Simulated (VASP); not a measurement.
# KF (Pm-3m) in VASP: settings compared

The runs below take KF through single point, with LDA, PBE.

All numbers are computed with VASP 6.6.1; they aren't measurements. Logs are shortened: lines on timing, memory, paths and dates and some standing lists are left out, and cuts for length are marked.

### Step 1. The cell of the first run

Symmetry: Pm-3m, No. 221, cubic system. Conventional cell: a = 3.259 Å, b = 3.259 Å, c = 3.259 Å, α = 90.00°, β = 90.00°, γ = 90.00°. Within 3.7 Å of K (site symmetry m-3m) lie 8 F at 2.82 Å and 6 K at 3.26 Å. F (site symmetry m-3m) has 8 K at 2.82 Å and 6 F at 3.26 Å within 3.7 Å.

### Step 2. Single point, LDA

Contents of INCAR:

```
PREC = Accurate ; ENCUT = 520
EDIFF = 1E-7 ; ISMEAR = 0
SIGMA = 0.01 ; LREAL = F
LASPH = T ; NELM = 60
ALGO = Normal ; ISIF = 2
LWAVE = F ; LCHARG = F
NBANDS = 15
```

Contents of KPOINTS:

```
Automatic mesh
0
Gamma
  6 6 6
```

Contents of POSCAR:

```
KF
1.0
    3.2589550000      0.0000000000      0.0000000000
    0.0000000000      3.2589550000      0.0000000000
    0.0000000000      0.0000000000      3.2589550000
K F
1 1
Direct
    0.0000000000      0.0000000000      0.0000000000
    0.5000000000      0.5000000000      0.5000000000
```

Potentials or basis: VASP PAW LDA potentials, release 64 (K_sv, F).

On the command line:

```
> cat potpaw_LDA.64/K_sv/POTCAR potpaw_LDA.64/F/POTCAR > POTCAR
> mpirun -np 1 vasp_std > vasp.out
```

OUTCAR:

```text
PREC = Accurate
   ENCUT = 520
   EDIFF = 1E-7
   ISMEAR = 0
   LREAL = F
   LASPH = T
   NELM = 60
   ISIF = 2

 ion  position               nearest neighbor table
   1  0.000  0.000  0.000-   2 2.82   2 2.82   2 2.82   2 2.82   2 2.82   2 2.82   2 2.82   2 2.82

   2  0.500  0.500  0.500-   1 2.82   1 2.82   1 2.82   1 2.82   1 2.82   1 2.82   1 2.82   1 2.82

  LATTYP: Found a simple cubic cell.
 ALAT       =     3.2589550000

  Lattice vectors:

 A1 = (   3.2589550000,   0.0000000000,   0.0000000000)
 A2 = (   0.0000000000,   3.2589550000,   0.0000000000)
 A3 = (   0.0000000000,   0.0000000000,   3.2589550000)

Analysis of symmetry for initial positions (statically):
=====================================================================
 Subroutine PRICEL returns:
 Original cell was already a primitive cell.

 Routine SETGRP: Setting up the symmetry group for a
 simple cubic supercell.

 Subroutine GETGRP returns: Found 48 space group operations
 (whereof 48 operations were pure point group operations)
 out of a pool of 48 trial point group operations.

The static configuration has the point symmetry O_h .

Analysis of symmetry for dynamics (positions and initial velocities):
=====================================================================
 Subroutine PRICEL returns:
 Original cell was already a primitive cell.

 Routine SETGRP: Setting up the symmetry group for a
 simple cubic supercell.

 Subroutine GETGRP returns: Found 48 space group operations
 (whereof 48 operations were pure point group operations)
 out of a pool of 48 trial point group operations.

The dynamic configuration has the point symmetry O_h .

 Subroutine INISYM returns: Found 48 space group operations
 (whereof 48 operations are pure point group operations),
 and found     1 'primitive' translations

----------------------------------------------------------------------------------------

                                     Primitive cell

  volume of cell :      34.6127

  direct lattice vectors                    reciprocal lattice vectors
     3.258955000  0.000000000  0.000000000     0.306846827  0.000000000  0.000000000
     0.000000000  3.258955000  0.000000000     0.000000000  0.306846827  0.000000000
     0.000000000  0.000000000  3.258955000     0.000000000  0.000000000  0.306846827

  length of vectors
     3.258955000  3.258955000  3.258955000     0.306846827  0.306846827  0.306846827

  position of ions in fractional coordinates (direct lattice)
     0.000000000  0.000000000  0.000000000
     0.500000000  0.500000000  0.500000000

  ion indices of the primitive-cell ions
   primitive index   ion index
                 1           1
                 2           2

----------------------------------------------------------------------------------------

 KPOINTS: Automatic mesh

Automatic generation of k-mesh.
 Grid dimensions read from file:
 generate k-points for:    6    6    6

 Generating k-lattice:

  Cartesian coordinates                     Fractional coordinates (reciprocal lattice)
     0.051141138  0.000000000  0.000000000     0.166666667  0.000000000  0.000000000
     0.000000000  0.051141138  0.000000000     0.000000000  0.166666667  0.000000000
     0.000000000  0.000000000  0.051141138     0.000000000  0.000000000  0.166666667

  Length of vectors
     0.051141138  0.051141138  0.051141138

  Shift w.r.t. Gamma in fractional coordinates (k-lattice)
     0.000000000  0.000000000  0.000000000

 Subroutine IBZKPT returns following result:
 ===========================================

 Found     20 irreducible k-points:

 Following reciprocal coordinates:
            Coordinates               Weight
  0.000000  0.000000  0.000000      1.000000
  0.166667  0.000000  0.000000      6.000000
  0.333333  0.000000  0.000000      6.000000
  0.500000  0.000000  0.000000      3.000000
  0.166667  0.166667  0.000000     12.000000
  0.333333  0.166667  0.000000     24.000000
[... 12 lines left out ...]
  0.500000  0.500000  0.333333      6.000000
  0.500000  0.500000  0.500000      1.000000
   k-points           NKPTS =     20   k-points in BZ     NKDIM =     20   number of bands    NBANDS=     15
   number of dos      NEDOS =    301   number of ions     NIONS =      2
   total plane-waves  NPLWV =  13824
   dimension x,y,z NGX =    24 NGY =   24 NGZ =   24
   dimension x,y,z NGXF=    48 NGYF=   48 NGZF=   48
   ions per type =               1   1
   NGX,Y,Z   is equivalent  to a cutoff of  12.24, 12.24, 12.24 a.u.
   NGXF,Y,Z  is equivalent  to a cutoff of  24.49, 24.49, 24.49 a.u.
 SYSTEM =  unknown system
   PREC   = accura    normal or accurate (medium, high low for compatibility)
   ISTART =      0    job   : 0-new  1-cont  2-samecut
   ICHARG =      2    charge: 1-file 2-atom 10-const
   ISPIN  =      1    spin polarized calculation?
   LNONCOLLINEAR =      F non collinear calculations
   LSORBIT =      F    spin-orbit coupling
   LASPH  =      T    aspherical Exc in radial PAW
   ENCUT  =  520.0 eV  38.22 Ry    6.18 a.u.   6.06  6.06  6.06*2*pi/ulx,y,z
   NELM   =     60;   NELMIN=  2; NELMDL= -5     # of ELM steps
   EDIFF  = 0.1E-06   stopping-criterion for ELM
   LREAL  =      F    real-space projection
   EDIFFG = 0.1E-05   stopping-criterion for IOM
   NSW    =      0    number of steps for IOM
   IBRION =     -1    ionic relax: 0-MD 1-quasi-New 2-CG
   NFREE  =      0    steps in history (QN), initial steepest desc. (CG)
   ISIF   =      2    stress and relaxation
   ISYM   =      2    0-nonsym 1-usesym 2-fastsym
   POTIM  = 0.5000    time-step for ionic-motion
   TEBEG  =    0.0;   TEEND  =   0.0 temperature during run
   PSTRESS=    0.0 pullay stress
   NELECT =      16.0000    total number of electrons
   NUPDOWN=      -1.0000    fix difference up-down
   EMIN   =  10.00;   EMAX   =-10.00  energy-range for DOS
   EFERMI =   0.00;   METHOD = LEGACY
   ISMEAR =     0;   SIGMA  =   0.01  broadening in eV -4-tet -1-fermi 0-gaus
   EFERMI_NEDOS =   21; number of points for ismear=-14 and -15
   IALGO  =     38    algorithm
   IMIX   =      4    mixing-type and parameters
     AMIX     =   0.40;   BMIX     =  1.00
     AMIX_MAG =   1.60;   BMIX_MAG =  1.00
  volume/ion in A,a.u.               =      17.31       116.79
  Fermi-wavevector in a.u.,A,eV,Ry     =   1.265814  2.392041 21.800402  1.602284
  Thomas-Fermi vector in A             =   2.399047
   LORBIT       =      0    0 simple, 1 ext, 2 COOP (PROOUT), +10 PAW based schemes
   GGA     = CA    functional components
   LHFCALC =     F    Hartree Fock is set to
   AEXX    =    0.0000 exact exchange contribution
   IVDW    =     0    specifies the selected vdW correction
   LEPSILON=     F    determine dielectric tensor
   LRPA    =     F    only Hartree local field effects (RPA)
 non-spin polarized calculation
 Gauss-broadening in eV      SIGMA  =   0.01
  energy-cutoff  :      520.00
  volume of cell :       34.61
 maximum number of plane-waves:       952
   NGX = 13   NGY = 13   NGZ = 13

 number of electron      15.9999992 magnetization

 Free energy of the ion-electron system (eV)
  ---------------------------------------------------
  ext. energy  EPLUGINS =         0.00000000
  ---------------------------------------------------
  free energy    TOTEN  =        -8.86864414 eV

  energy without entropy =       -8.86864414  energy(sigma->0) =       -8.86864414

 E-fermi :  -2.3207     XC(G=0):  -9.7259

 val. band max:       -2.4613595995   @ k =   0.5000   0.5000   0.0000
 cond. band min:       3.4496314391   @ k =   0.0000   0.0000   0.0000
 fundamental gap:      5.9109910386
 Fermi energy:        -2.3207349410

 k-point     1 :       0.0000    0.0000    0.0000
  band No.  band energies     occupation
      1     -28.9716      2.00000
      2     -20.9278      2.00000
      3     -12.2175      2.00000
      4     -12.2175      2.00000
      5     -12.2175      2.00000
      6      -2.5124      2.00000
      7      -2.5124      2.00000
      8      -2.5124      2.00000
      9       3.4496      0.00000
     10       5.6143      0.00000
     11       5.6143      0.00000
     12      11.3848      0.00000
     13      11.3848      0.00000
     14      11.3848      0.00000
     15      18.0386      0.00000

 k-point     2 :       0.1667    0.0000    0.0000
  band No.  band energies     occupation
      1     -28.9383      2.00000
      2     -20.9357      2.00000
      3     -12.4076      2.00000
      4     -12.1882      2.00000
      5     -12.1882      2.00000
      6      -2.8718      2.00000
      7      -2.5406      2.00000
      8      -2.5406      2.00000
      9       4.1720      0.00000
     10       5.8318      0.00000
     11       6.2269      0.00000
     12      10.9189      0.00000
     13      10.9189      0.00000
     14      11.4710      0.00000
     15      16.4557      0.00000

 k-point     3 :       0.3333    0.0000    0.0000
  band No.  band energies     occupation
      1     -28.8703      2.00000
      2     -20.9539      2.00000
      3     -12.7613      2.00000
      4     -12.1285      2.00000
      5     -12.1285      2.00000
      6      -3.4774      2.00000
      7      -2.5999      2.00000
      8      -2.5999      2.00000
      9       5.6995      0.00000
     10       6.3452      0.00000
     11       7.5082      0.00000
     12      10.1873      0.00000
     13      10.1873      0.00000
     14      11.6524      0.00000
     15      14.7407      0.00000

 k-point     4 :       0.5000    0.0000    0.0000
  band No.  band energies     occupation
      1     -28.8356      2.00000
      2     -20.9646      2.00000
      3     -12.9263      2.00000
      4     -12.0983      2.00000
      5     -12.0983      2.00000
      6      -3.7425      2.00000
      7      -2.6310      2.00000
      8      -2.6310      2.00000
      9       6.6322      0.00000
     10       6.6605      0.00000
     11       8.0834      0.00000
     12       9.8859      0.00000
     13       9.8859      0.00000
     14      11.7480      0.00000
     15      13.8744      0.00000
[... 235 lines left out ...]
 k-point    18 :       0.5000    0.3333    0.3333
  band No.  band energies     occupation
      1     -28.6735      2.00000
      2     -20.7953      2.00000
      3     -12.9127      2.00000
      4     -12.7079      2.00000
      5     -12.6525      2.00000
      6      -3.3697      2.00000
      7      -3.3208      2.00000
      8      -3.1112      2.00000
      9       7.2561      0.00000
     10       8.0468      0.00000
     11       8.3516      0.00000
     12       9.5697      0.00000
     13       9.7135      0.00000
     14      12.0453      0.00000
     15      13.9293      0.00000

 k-point    19 :       0.5000    0.5000    0.3333
  band No.  band energies     occupation
      1     -28.6468      2.00000
      2     -20.7710      2.00000
      3     -12.8802      2.00000
      4     -12.8802      2.00000
      5     -12.6320      2.00000
      6      -3.4239      2.00000
      7      -3.4239      2.00000
      8      -3.2987      2.00000
      9       7.3064      0.00000
     10       8.0670      0.00000
     11       8.0670      0.00000
     12       9.6188      0.00000
     13      12.2227      0.00000
     14      12.2227      0.00000
     15      13.1298      0.00000

 k-point    20 :       0.5000    0.5000    0.5000
  band No.  band energies     occupation
      1     -28.6205      2.00000
      2     -20.7493      2.00000
      3     -12.8246      2.00000
      4     -12.8246      2.00000
      5     -12.8246      2.00000
      6      -3.5398      2.00000
      7      -3.5398      2.00000
      8      -3.5398      2.00000
      9       7.8133      0.00000
     10       7.8133      0.00000
     11       7.8133      0.00000
     12      12.3307      0.00000
     13      12.3307      0.00000
     14      12.3307      0.00000
     15      13.1722      0.00000

------------------------ aborting loop because EDIFF is reached ----------------------------------------

  FORCE on cell =-STRESS in cart. coord.  units (eV):
  Direction    XX          YY          ZZ          XY          YZ          ZX
  --------------------------------------------------------------------------------------
  -------------------------------------------------------------------------------------
  Total       -1.2263437     -1.2263437     -1.2263437     -0.0000000     -0.0000000      0.0000000
  in kB      -56.7659237    -56.7659237    -56.7659237     -0.0000000     -0.0000000      0.0000000
  external PRESSURE =     -56.7659237 kB  Pullay stress =       0.0000000 kB

 VOLUME and BASIS-vectors are now :
 -----------------------------------------------------------------------------
  energy-cutoff  :      520.00
  volume of cell :       34.61
      direct lattice vectors                 reciprocal lattice vectors
     3.258955000  0.000000000  0.000000000     0.306846827  0.000000000  0.000000000
     0.000000000  3.258955000  0.000000000     0.000000000  0.306846827  0.000000000
     0.000000000  0.000000000  3.258955000     0.000000000  0.000000000  0.306846827

 POSITION                                       TOTAL-FORCE (eV/Angst)
 -----------------------------------------------------------------------------------
      0.00000      0.00000      0.00000         0.000000      0.000000      0.000000
      1.62948      1.62948      1.62948         0.000000      0.000000      0.000000
 -----------------------------------------------------------------------------------
    total drift:                                0.000000      0.000000     -0.000000

  FREE ENERGIE OF THE ION-ELECTRON SYSTEM (eV)
  ---------------------------------------------------
  free  energy   TOTEN  =        -8.8686441393 eV

  energy  without entropy=       -8.8686441393  energy(sigma->0) =       -8.86864414
```

Run time: 9.7 s. Hardware: 1 thread of Intel Xeon 8259CL, shared host; peak memory 0.13 GiB.

Results:

```yaml
Free_energy: -8.8686 eV
Pressure: -5.7 GPa
Band_gap_on_the_k_mesh: 5.91 eV, indirect (least direct gap 5.96 eV)
```

A k mesh can miss the band edges. LDA gaps usually lie below the measured ones, often by a third to a half.

### Step 3. Single point, PBE

Contents of INCAR:

```
PREC = Accurate ; ENCUT = 520
EDIFF = 1E-7 ; ISMEAR = 0
SIGMA = 0.01 ; LREAL = False
LASPH = True ; NELM = 60
ALGO = Normal ; ISIF = 2
LWAVE = False ; LCHARG = False
GGA = PE ; NBANDS = 15
```

Contents of KPOINTS:

```
regular mesh
0
Gamma
  6 6 6
```

POSCAR is that of step 2.

Potentials or basis: VASP PAW PBE potentials, release 64 (K_sv, F).

On the command line:

```
> cat potpaw_PBE.64/K_sv/POTCAR potpaw_PBE.64/F/POTCAR > POTCAR
> mpirun -np 1 vasp_std > vasp.out
```

Wall time 15 s (1 thread of Intel Xeon 8259CL, shared host); peak memory 0.14 GiB.

Results (log left out):

- Free energy: -8.0935 eV
- Pressure: 0.0 GPa
- Band gap on the k mesh: 6.26 eV, indirect (least direct gap 6.31 eV)

Levels at points of the mesh, in eV from the valence-band top:
| k point | band 5 | band 6 | band 7 | band 8 | band 9 | band 10 | band 11 | band 12 |
| --- | --- | --- | --- | --- | --- | --- | --- | --- |
| (0.00, 0.00, 0.00) | -10.05 | -0.05 | -0.05 | -0.05 | 6.26 | 8.29 | 8.29 | 13.82 |
| (0.50, 0.00, 0.00) | -9.94 | -1.22 | -0.16 | -0.16 | 9.28 | 9.35 | 10.87 | 12.40 |
| (0.50, 0.50, 0.00) | -9.86 | -0.62 | -0.62 | 0.00 | 8.46 | 8.97 | 11.86 | 11.86 |
| (0.50, 0.50, 0.50) | -10.63 | -1.03 | -1.03 | -1.03 | 10.43 | 10.43 | 10.43 | 15.20 |

A k mesh can miss the band edges.
